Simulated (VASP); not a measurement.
Set up this calculation in VASP 6.6.1, as the native input.

```yaml
Task: single point
Functional: RPBE
Potentials_or_basis: VASP PAW PBE potentials, release 64 (Bi_d)
Cutoff: 520 eV
k_mesh: 11 × 11 × 11
Occupations: fermi-dirac, width 0.1 eV
Spin: no spin polarisation
Dipole_correction: no
Further_INCAR_settings: ALGO = Normal; EDIFF = 1e-07; NBANDS = 14
```

The structure of Bi lies in POSCAR:

```
Bi
1.0
    3.1707607427      0.0000000000      0.0000000000
    0.0000000000      3.1707607427      0.0000000000
    0.0000000000      0.0000000000      3.1707607427
Bi
1
Direct
    0.0000000000      0.0000000000      0.0000000000
```

This cell differs from its parent crystal: volume scaled by 0.88.

These files were run (other wordings do the same):

INCAR

```
PREC     = Accurate       # precision mode
ENCUT    = 520            # plane-wave cutoff, eV
EDIFF    = 1E-7           # SCF threshold, eV
ISMEAR   = -1             # smearing method
SIGMA    = 0.1            # smearing width, eV
LREAL    = F              # projectors in reciprocal space
LASPH    = T              # aspherical terms in the spheres
NELM     = 80             # most SCF steps
ALGO     = Normal         # electronic algorithm
ISIF     = 2              # what is computed and relaxed
LWAVE    = F              # write WAVECAR
LCHARG   = F              # write CHGCAR
GGA      = RP             # functional
NBANDS   = 14             # bands
```

KPOINTS

```
regular mesh
0
Gamma
  11 11 11
```

Potentials or basis: VASP PAW PBE potentials, release 64 (Bi_d).

Launch:

```sh
$ cat potpaw_PBE.64/Bi_d/POTCAR > POTCAR
$ mpirun -np 1 vasp_std > vasp.out
```

Results of the run:

The pressure is 7.3 GPa.

Caveat: the PAW data sets were made with another functional, which shifts forces and pressure a little.

Wall time 7.8 s on 1 thread of Intel(R) Xeon(R) Platinum 8488C (Sapphire Rapids), on a shared host, peak memory 0.14 GiB.
